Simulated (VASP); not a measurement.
**BN: relaxation of cell and atoms with LDA**

Crystal: BN.

```
N B
1.0
     0.00000    1.81300    1.81300
     1.81300    0.00000    1.81300
     1.81300    1.81300    0.00000
N B
1 1
Direct
  0.25000 0.25000 0.25000
  0.00000 0.00000 0.00000
```

```yaml
Program: VASP 6.6.1
Task: relaxation of cell and atoms
Functional: LDA
Potentials_or_basis: VASP PAW LDA potentials, release 64 (N, B)
Cutoff: 600 eV
k_mesh: 13 × 13 × 13
Occupations: fermi-dirac, width 0.05 eV
Spin: no spin polarisation
Dipole_correction: no
Further_INCAR_settings: ALGO = Normal; EDIFF = 1e-06; IBRION = 2; EDIFFG = -0.01; NSW = 60; ISIF = 3
```

| Item | Value |
| --- | --- |
| Relaxed volume | 5.75 Å³/atom |
| Relaxed cell | a = 2.533 Å, b = 2.533 Å, c = 2.533 Å, α = 60.00°, β = 60.00°, γ = 60.00° |
| Space group after relaxing (to 0.05 Å) | F-43m (No. 216) |
| Energy gained by relaxing | 9.2 meV/atom |
| Ionic steps | 3 |
| Pressure after relaxing | -0.1 GPa |
| Band gap on the k mesh | 4.45 eV, indirect (least direct gap 8.81 eV) |

Step by step:
```
step  energy change (eV)  largest force (eV/Å)  pressure (GPa)  volume (Å³)
   1              0.0000                0.0000          -13.56        11.92
   2              0.0025                0.0000           16.24        11.07
   3             -0.0185                0.0000           -0.10        11.50
```

Final structure:
```
N B
1.0
     0.00000    1.79141    1.79141
     1.79141    0.00000    1.79141
     1.79141    1.79141    0.00000
N B
1 1
Direct
  0.25000 0.25000 0.25000
  0.00000 0.00000 0.00000
```

Levels at points of the mesh, in eV from the valence-band top:
```
           k point  band 1  band 2  band 3  band 4  band 5  band 6  band 7  band 8
(0.00, 0.00, 0.00)  -20.38    0.00    0.00    0.00    8.81    8.81    8.81   10.88
```

It took 6.1 s on 1 thread of Intel(R) Xeon(R) 6975P-C (Granite Rapids), with other jobs on the host, peak memory 0.12 GiB.

A k mesh can miss the band edges. LDA gaps usually lie below the measured ones, often by a third to a half.
